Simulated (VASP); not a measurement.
A run of VASP 6.6.1:

The input INCAR:

```
  PREC = Accurate
  ENCUT = 520
  EDIFF = 1E-6
  ISMEAR = -1
  SIGMA = 0.02
  LREAL = Auto
  LASPH = T
  NELM = 80
  ALGO = Normal
  ISIF = 2
  LWAVE = F
  LCHARG = F
  GGA = PE
  IVDW = 12
  NBANDS = 59
```

The input KPOINTS:

```
regular mesh
0
Gamma
  1 1 1
```

Contents of POSCAR:

```
KH17O9
1.0
    7.1738770000      0.0000000000      0.0000000000
    0.0000000000      7.1738770000      0.0000000000
    0.0000000000      0.0000000000      7.1738770000
O H K
9 17 1
Direct
    0.8571655187      0.2068895243      0.3395653424
    0.1980240252      0.8273629448      0.9453047494
    0.4366258301      0.6437802042      0.2818141432
    0.0953319941      0.5705004421      0.4848145570
    0.6485056825      1.0564301562      0.8364235963
    0.1252182049      0.9455556598      0.3433289977
    0.4564338084      0.3517623734      1.0415985666
    0.1379031171      0.4091372071      0.8343187373
    0.0390304991      0.0803470703      0.7541110616
    0.8632431250      0.3085918535      0.4245821332
    0.9837916095      0.1579480663      0.3515393420
    0.1053962871      0.9258870761      0.8872190031
    0.1758881564      0.7222315075      0.8658637442
    0.3593036234      0.7086405301      0.1725984429
    0.4822357562      0.5357632979      0.2153925973
    0.2160477521      0.5830598991      0.4167063361
    0.1171193763      0.5134043976      0.6063527434
    0.5945041991      0.9734903456      0.9234337305
    0.7849451559      1.0427276632      0.8287708306
    0.0979944317      0.8853650543      0.2235332443
    0.1131326896      0.8352108630      0.4266451739
    0.5428445456      0.2962414884      0.9528181205
    0.3349235009      0.3736891502      0.9717618521
    0.0178285744      0.4448501138      0.8924602415
    0.1070829623      0.2594831219      0.7831609045
    0.1057726526      0.0274468046      0.6318759020
    0.5735810636     -0.0411911160      0.4234669761
```

Potentials or basis: VASP PAW PBE potentials, release 64 (O, H, K_sv).

The run is started by

```bash
$ cat potpaw_PBE.64/O/POTCAR potpaw_PBE.64/H/POTCAR potpaw_PBE.64/K_sv/POTCAR > POTCAR
$ mpirun -np 1 vasp_gam > vasp.out
```

Hardware: 1 thread of Intel(R) Xeon(R) Platinum 8488C (Sapphire Rapids), with other jobs on the host.

**Question.** How long does it take, and how much memory?

**Answer.** Wall time 39 s on 1 thread of Intel(R) Xeon(R) Platinum 8488C (Sapphire Rapids) (shared host), peak memory 0.36 GiB. Counts: scf iterations 17, k points 1.
